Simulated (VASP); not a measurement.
# Au (I4/mmm) in VASP: further runs, part 2 of 2

VASP 6.6.1. Earlier steps stand in the parts before.

## (4) Single point, r2SCAN

Input file POSCAR:

```
Au
1.0
   -1.5595498385      1.5595498385      1.8714598063
    1.5595498385     -1.5595498385      1.8714598063
    1.5595498385      1.5595498385     -1.8714598063
Au
1
Direct
    0.0000000000      0.0000000000      0.0000000000
```

Input file INCAR.step1:

```
SYSTEM = Au
PREC     = Accurate       ! precision mode
ENCUT    = 520            ! plane-wave cutoff, eV
ISMEAR   = 0              ! smearing method
SIGMA    = 0.15           ! smearing width, eV
LREAL    = .False.        ! projectors in reciprocal space
LASPH    = .True.         ! aspherical terms in the spheres
NELM     = 80             ! most SCF steps
NBANDS   = 12             ! bands
GGA      = PE             ! functional
ALGO     = Normal         ! electronic algorithm
EDIFF    = 1E-4           ! SCF threshold, eV
LWAVE    = .True.         ! write WAVECAR
LCHARG   = .False.        ! write CHGCAR
```

Input file INCAR.step2:

```
SYSTEM = Au
PREC     = Accurate       ! precision mode
ENCUT    = 520            ! plane-wave cutoff, eV
EDIFF    = 1E-7           ! SCF threshold, eV
ISMEAR   = 0              ! smearing method
SIGMA    = 0.15           ! smearing width, eV
LREAL    = .False.        ! projectors in reciprocal space
LASPH    = .True.         ! aspherical terms in the spheres
NELM     = 80             ! most SCF steps
ALGO     = Normal         ! electronic algorithm
ISIF     = 2              ! what is computed and relaxed
LWAVE    = .False.        ! write WAVECAR
LCHARG   = .False.        ! write CHGCAR
METAGGA  = R2SCAN         ! meta-GGA
LMIXTAU  = .True.       
NBANDS   = 12             ! bands
ISTART   = 1
```

Input file KPOINTS:

```
regular mesh
0
Gamma
  22 22 22
  0 0 0
```

Potentials or basis: VASP PAW PBE potentials, release 64 (Au).

Run with:

```console
$ cat potpaw_PBE.64/Au/POTCAR > POTCAR
$ cp INCAR.step1 INCAR
$ mpirun -np 1 vasp_std > vasp.out
$ cp INCAR.step2 INCAR
$ mpirun -np 1 vasp_std > vasp.out
```

OUTCAR:

```text
SYSTEM = Au
   PREC = Accurate
   ENCUT = 520
   EDIFF = 1E-7
   ISMEAR = 0
   LREAL = .False.
   LASPH = .True.
   NELM = 80
   ISIF = 2
   METAGGA = R2SCAN
   ISTART = 1

 ion  position               nearest neighbor table
   1  0.000  0.000  0.000-

  LATTYP: Found a body centered tetragonal cell.
 ALAT       =     3.1190996770
 C/A-ratio  =     1.2000000001

  Lattice vectors:

 A1 = (  -1.5595498385,   1.5595498385,   1.8714598063)
 A2 = (   1.5595498385,  -1.5595498385,   1.8714598063)
 A3 = (   1.5595498385,   1.5595498385,  -1.8714598063)

Analysis of symmetry for initial positions (statically):
=====================================================================
 Subroutine PRICEL returns:
 Original cell was already a primitive cell.

 Routine SETGRP: Setting up the symmetry group for a
 body centered tetragonal supercell.

 Subroutine GETGRP returns: Found 16 space group operations
 (whereof 16 operations were pure point group operations)
 out of a pool of 16 trial point group operations.

The static configuration has the point symmetry D_4h.

Analysis of symmetry for dynamics (positions and initial velocities):
=====================================================================
 Subroutine PRICEL returns:
 Original cell was already a primitive cell.

 Routine SETGRP: Setting up the symmetry group for a
 body centered tetragonal supercell.

 Subroutine GETGRP returns: Found 16 space group operations
 (whereof 16 operations were pure point group operations)
 out of a pool of 16 trial point group operations.

The dynamic configuration has the point symmetry D_4h.

 Subroutine INISYM returns: Found 16 space group operations
 (whereof 16 operations are pure point group operations),
 and found     1 'primitive' translations

----------------------------------------------------------------------------------------

                                     Primitive cell

  volume of cell :      18.2070

  direct lattice vectors                    reciprocal lattice vectors
    -1.559549838  1.559549838  1.871459806     0.000000000  0.320605336  0.267171113
     1.559549838 -1.559549838  1.871459806     0.320605336  0.000000000  0.267171113
     1.559549838  1.559549838 -1.871459806     0.320605336  0.320605336  0.000000000

  length of vectors
     2.892534045  2.892534045  2.892534045     0.417334620  0.417334620  0.453404414

  position of ions in fractional coordinates (direct lattice)
     0.000000000  0.000000000  0.000000000

  ion indices of the primitive-cell ions
   primitive index   ion index
                 1           1

----------------------------------------------------------------------------------------

 KPOINTS: regular mesh

Automatic generation of k-mesh.
 Grid dimensions read from file:
 generate k-points for:   22   22   22

 Generating k-lattice:

  Cartesian coordinates                     Fractional coordinates (reciprocal lattice)
     0.000000000  0.014572970  0.012144142     0.045454545  0.000000000  0.000000000
     0.014572970  0.000000000  0.012144142     0.000000000  0.045454545  0.000000000
     0.014572970  0.014572970  0.000000000     0.000000000  0.000000000  0.045454545

  Length of vectors
     0.018969755  0.018969755  0.020609292

  Shift w.r.t. Gamma in fractional coordinates (k-lattice)
     0.000000000  0.000000000  0.000000000

 Subroutine IBZKPT returns following result:
 ===========================================

 Found    834 irreducible k-points:

 Following reciprocal coordinates:
            Coordinates               Weight
  0.000000  0.000000  0.000000      1.000000
  0.045455  0.000000 -0.000000      8.000000
  0.090909  0.000000 -0.000000      8.000000
  0.136364  0.000000 -0.000000      8.000000
  0.181818 -0.000000  0.000000      8.000000
  0.227273  0.000000  0.000000      8.000000
[... 16 lines left out ...]
  0.500000  0.045455  0.000000     16.000000
 -0.454545  0.045455  0.000000     16.000000
 [... further k-points ...]
   k-points           NKPTS =    834   k-points in BZ     NKDIM =    834   number of bands    NBANDS=     12
   number of dos      NEDOS =    301   number of ions     NIONS =      1
   total plane-waves  NPLWV =  13824
   dimension x,y,z NGX =    24 NGY =   24 NGZ =   24
   dimension x,y,z NGXF=    48 NGYF=   48 NGZF=   48
   ions per type =               1
   NGX,Y,Z   is equivalent  to a cutoff of  13.79, 13.79, 13.79 a.u.
   NGXF,Y,Z  is equivalent  to a cutoff of  27.59, 27.59, 27.59 a.u.
 SYSTEM =  Au
   PREC   = accura    normal or accurate (medium, high low for compatibility)
   ISTART =      1    job   : 0-new  1-cont  2-samecut
   ICHARG =      0    charge: 1-file 2-atom 10-const
   ISPIN  =      1    spin polarized calculation?
   LNONCOLLINEAR =      F non collinear calculations
   LSORBIT =      F    spin-orbit coupling
   LASPH  =      T    aspherical Exc in radial PAW
   ENCUT  =  520.0 eV  38.22 Ry    6.18 a.u.   5.38  5.38  5.38*2*pi/ulx,y,z
   NELM   =     80;   NELMIN=  2; NELMDL=  0     # of ELM steps
   EDIFF  = 0.1E-06   stopping-criterion for ELM
   LREAL  =      F    real-space projection
   EDIFFG = 0.1E-05   stopping-criterion for IOM
   NSW    =      0    number of steps for IOM
   IBRION =     -1    ionic relax: 0-MD 1-quasi-New 2-CG
   NFREE  =      0    steps in history (QN), initial steepest desc. (CG)
   ISIF   =      2    stress and relaxation
   ISYM   =      2    0-nonsym 1-usesym 2-fastsym
   POTIM  = 0.5000    time-step for ionic-motion
   TEBEG  =    0.0;   TEEND  =   0.0 temperature during run
   PSTRESS=    0.0 pullay stress
   NELECT =      11.0000    total number of electrons
   NUPDOWN=      -1.0000    fix difference up-down
   EMIN   =  10.00;   EMAX   =-10.00  energy-range for DOS
   EFERMI =   0.00;   METHOD = LEGACY
   ISMEAR =     0;   SIGMA  =   0.15  broadening in eV -4-tet -1-fermi 0-gaus
   EFERMI_NEDOS =   21; number of points for ismear=-14 and -15
   IALGO  =     38    algorithm
   IMIX   =      4    mixing-type and parameters
     AMIX     =   0.40;   BMIX     =  1.00
     AMIX_MAG =   1.60;   BMIX_MAG =  1.00
  volume/ion in A,a.u.               =      18.21       122.87
  Fermi-wavevector in a.u.,A,eV,Ry     =   1.383968  2.615320 26.060157  1.915367
  Thomas-Fermi vector in A             =   2.508516
   LORBIT       =      0    0 simple, 1 ext, 2 COOP (PROOUT), +10 PAW based schemes
   METAGGA = R2SCAN    functional components
   LHFCALC =     F    Hartree Fock is set to
   AEXX    =    0.0000 exact exchange contribution
   IVDW    =     0    specifies the selected vdW correction
   LEPSILON=     F    determine dielectric tensor
   LRPA    =     F    only Hartree local field effects (RPA)
 non-spin polarized calculation
 Gauss-broadening in eV      SIGMA  =   0.15
  energy-cutoff  :      520.00
  volume of cell :       18.21
 maximum number of plane-waves:       512
 NGX is ok and might be reduce to    24
   NGX = 11   NGY = 11   NGZ = 11

 number of electron      11.0000002 magnetization

 Free energy of the ion-electron system (eV)
  ---------------------------------------------------
  ext. energy  EPLUGINS =         0.00000000
  ---------------------------------------------------
  free energy    TOTEN  =       -50.57624242 eV

  energy without entropy =      -50.57221819  energy(sigma->0) =      -50.57423031

 E-fermi :   8.3010     XC(G=0): -13.1601

 val. band max:        8.3000901837   @ k =  -0.3182   0.3182   0.2727
 cond. band min:       8.3083263895   @ k =  -0.1364  -0.4091   0.0455
 fundamental gap:      0.0082362058
 Fermi energy:         8.3009593123

 k-point     1 :       0.0000    0.0000    0.0000
  band No.  band energies     occupation
      1      -1.1090      2.00000
      2       3.3716      2.00000
      3       3.3716      2.00000
      4       4.2821      2.00000
      5       4.5139      2.00000
      6       5.4902      2.00000
      7      24.0939      0.00000
      8      26.5854      0.00000
      9      26.5854      0.00000
     10      29.1559      0.00000
     11      32.8100      0.00000
     12      34.5721      0.00000
[... 331 lines left out ...]
 k-point    24 :      -0.4545    0.0455    0.0000
  band No.  band energies     occupation
      1       1.3480      2.00000
      2       3.0463      2.00000
      3       4.3142      2.00000
      4       5.6563      2.00000
      5       6.0558      2.00000
      6       7.2395      2.00000
      7      12.4607      0.00000
      8      22.4835      0.00000
      9      23.9942      0.00000
     10      28.4664      0.00000
     11      31.6372      0.00000
     12      32.1194      0.00000

 [... further k-points ...]
[... 5 lines left out ...]
  --------------------------------------------------------------------------------------
  -------------------------------------------------------------------------------------
  Total       -0.5551648     -0.5551648     -0.4457901      0.0000000      0.0000000      0.0000000
  in kB      -48.8532559    -48.8532559    -39.2285235      0.0000000      0.0000000      0.0000000
  external PRESSURE =     -45.6450118 kB  Pullay stress =       0.0000000 kB

 VOLUME and BASIS-vectors are now :
 -----------------------------------------------------------------------------
  energy-cutoff  :      520.00
  volume of cell :       18.21
      direct lattice vectors                 reciprocal lattice vectors
    -1.559549838  1.559549838  1.871459806     0.000000000  0.320605336  0.267171113
     1.559549838 -1.559549838  1.871459806     0.320605336  0.000000000  0.267171113
     1.559549838  1.559549838 -1.871459806     0.320605336  0.320605336  0.000000000

 POSITION                                       TOTAL-FORCE (eV/Angst)
 -----------------------------------------------------------------------------------
      0.00000      0.00000      0.00000         0.000000     -0.000000     -0.000000
 -----------------------------------------------------------------------------------
    total drift:                               -0.000000      0.000000      0.000000

  FREE ENERGIE OF THE ION-ELECTRON SYSTEM (eV)
  ---------------------------------------------------
  free  energy   TOTEN  =       -50.5762424227 eV

  energy  without entropy=      -50.5722181949  energy(sigma->0) =      -50.57423031
```

Run time: 5.8 min. Hardware: 1 thread of AMD EPYC 9R45 (Zen 5), shared host; peak memory 0.27 GiB.

What came out:

```
Free energy            : -50.5762 eV
Pressure               : -4.6 GPa
Band gap on the k mesh : zero (an odd number of electrons rules out a gap without spin polarisation)
```

Stress tensor (GPa, compression positive):
```
-4.89  0.00  0.00
 0.00 -4.89  0.00
 0.00  0.00 -3.92
```

Levels at points of the mesh, in eV from the Fermi level:
| k point | band 2 | band 3 | band 4 | band 5 | band 6 | band 7 | band 8 | band 9 | band 10 | band 11 |
| --- | --- | --- | --- | --- | --- | --- | --- | --- | --- | --- |
| (0.00, 0.00, 0.00) | -4.93 | -4.93 | -4.02 | -3.79 | -2.81 | 15.79 | 18.28 | 18.28 | 20.85 | 24.51 |
| (0.50, 0.00, 0.00) | -5.29 | -3.99 | -2.55 | -1.83 | -0.45 | 2.91 | 14.05 | 15.59 | 20.38 | 23.40 |
| (0.50, 0.50, 0.00) | -6.39 | -2.44 | -2.40 | -1.55 | 0.54 | 4.32 | 11.39 | 11.64 | 18.74 | 20.67 |
| (0.50, 0.50, 0.50) | -6.52 | -2.16 | -1.84 | -1.84 | 3.45 | 7.90 | 8.42 | 8.42 | 15.79 | 17.89 |

Caveat: the cell stands under tension; the PAW data sets were made with another functional, which shifts forces and pressure a little; spin-orbit coupling is left out, which moves the levels of the heavy elements.

## (5) Summary

| cell | gap on the mesh (eV) | pressure (GPa) |
| --- | --- | --- |
| a = 2.941 Å, angles 101.5, 101.5, 126.9°, 1 atom | none | 2.7 |
| a = 2.887 Å, angles 105.4, 105.4, 118.0°, 1 atom | none | -3.9 |
| a = 2.893 Å, angles 114.7, 114.7, 99.4°, 1 atom | none | -4.6 |

Alike in all rows: task single point; level r2SCAN; potentials or basis VASP PAW PBE potentials, release 64 (Au); no spin polarisation; k mesh 22 × 22 × 22; cutoff (eV) 520; smearing gaussian 0.15 eV.

Caveats: the PAW data sets were made with another functional, which shifts forces and pressure a little; spin-orbit coupling is left out, which moves the levels of the heavy elements; the cell stands under tension (at least some runs).

Absolute energies hang on the potentials; compare differences alone.
